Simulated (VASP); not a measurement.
A run of VASP 6.6.1 is set up as follows.

The input INCAR:

```
SYSTEM = CeO2
PREC = Accurate
ENCUT = 520
EDIFF = 1E-6
ISMEAR = 0
SIGMA = 0.05
LREAL = .False.
LASPH = .True.
NELM = 100
ALGO = Normal
ISIF = 2
LWAVE = .False.
LCHARG = .False.
GGA = RE
NBANDS = 19
```

File KPOINTS:

```
Automatic mesh
0
Gamma
  8 8 8
  0 0 0
```

The input POSCAR:

```
CeO2
1.0
    0.0000000000      2.7653730946      2.7653730946
    2.7653730946      0.0000000000      2.7653730946
    2.7653730946      2.7653730946      0.0000000000
Ce O
1 2
Direct
    0.0000000000      0.0000000000      0.0000000000
    0.2500000000      0.2500000000      0.2500000000
    0.7500000000      0.7500000000      0.7500000000
```

Potentials or basis: VASP PAW PBE potentials, release 64 (Ce, O).

Run with:

```console
$ cat potpaw_PBE.64/Ce/POTCAR potpaw_PBE.64/O/POTCAR > POTCAR
$ mpirun -np 1 vasp_std > vasp.out
```

Problem. What does it give for the pressure?

Solution. -3.0 GPa.

Problem. Predict the band gap on the k mesh.

Solution. 1.77 eV (least direct gap 1.86 eV).

Caveat: the PAW data sets were made with another functional, which shifts forces and pressure a little; spin-orbit coupling is left out, which moves the levels of the heavy elements; semilocal functionals describe open f shells poorly, which spoils levels, moments and volumes. Spin polarisation is off, so any magnetic state and its effect on volume and gap are missing.
